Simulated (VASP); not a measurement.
Crystal: AgCl.

```
CELL_PARAMETERS angstrom
0.00000 2.77317 2.77317
2.77317 0.00000 2.77317
2.77317 2.77317 0.00000
ATOMIC_POSITIONS crystal
Ag 0.00000 0.00000 0.00000
Cl 0.50000 0.50000 0.50000
```

Program: VASP 6.6.1. Alike in all runs: task single point; no spin polarisation; cell as given; k mesh 8 × 8 × 8; cutoff (eV) 520.

Question: Order these runs on this cell by their pressure, lowest first.
A. level r2SCAN; potentials or basis VASP PAW PBE potentials, release 64 (Ag, Cl); smearing gaussian 0.01 eV
B. level PBE; potentials or basis VASP PAW PBE potentials, release 64 (Ag, Cl); smearing fermi-dirac 0.02 eV
C. level LDA; potentials or basis VASP PAW LDA potentials, release 64 (Ag, Cl); smearing gaussian 0.01 eV

Answer: C (-5.6 GPa), A (-0.1 GPa), B (1.5 GPa).

Caveats: the PAW data sets were made with another functional, which shifts forces and pressure a little (at least some runs); the cell stands under tension (at least some runs).
